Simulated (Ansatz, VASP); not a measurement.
# Two plane-wave programs on Fe

Contents of INCAR:

```
SYSTEM = Fe
PREC = Accurate
ENCUT = 520
EDIFF = 1E-7
ISMEAR = 0
SIGMA = 0.05
LREAL = .False.
LASPH = .True.
NELM = 100
ALGO = Normal
ISIF = 2
LWAVE = .False.
LCHARG = .False.
GGA = PE
NBANDS = 10
```

The input KPOINTS:

```
Automatic mesh
0
Gamma
  22 22 22
  0 0 0
```

File POSCAR:

```
Fe
1.0
   -1.4155932729      1.4155932729      1.4155932729
    1.4155932729     -1.4155932729      1.4155932729
    1.4155932729      1.4155932729     -1.4155932729
Fe
1
Direct
    0.0000000000      0.0000000000      0.0000000000
```

Input for Ansatz:

```yaml
crystal:
  lattice:
    - [-1.4155932729, 1.4155932729, 1.4155932729]
    - [1.4155932729, -1.4155932729, 1.4155932729]
    - [1.4155932729, 1.4155932729, -1.4155932729]
  atoms:
    - { symbol: Fe, position: [0.0, 0.0, 0.0] }
basis:
  ecutwfc: 420
  ecutrho_ratio: 4
kpoints:
  mp_grid: { grid: [22, 22, 22] }
hamiltonian:
  xc: pbe
scf:
  occupations: { method: gaussian, width: 0.05 }
output:
  forces: true
  stress: true
  eigenvalues: true
```

Alike in both runs: task single point; functional PBE; k mesh 22 × 22 × 22; occupations gaussian, width 0.05 eV; no spin polarisation.

|  | VASP | Ansatz |
| --- | --- | --- |
| version | VASP 6.6.1 | Ansatz 0.2.0 |
| potentials or method | VASP PAW PBE potentials, release 64 (Fe), cutoff 520 eV | scalar-relativistic, plane waves, PAW |
| valence electrons in the cell | 8 | 16 |

Ansatz gave:

- gap on the k mesh at the Fermi level (eV): none
- pressure (GPa): -17.7

Estimate VASP's values.

gap on the k mesh at the Fermi level (eV): none; pressure (GPa): -18.0.

A gap of «none» marks a metal or a gap that the smearing closes. VASP's potentials hold 8 valence electrons a cell and Ansatz's 16, so a difference there can come from the potentials and not from the codes.
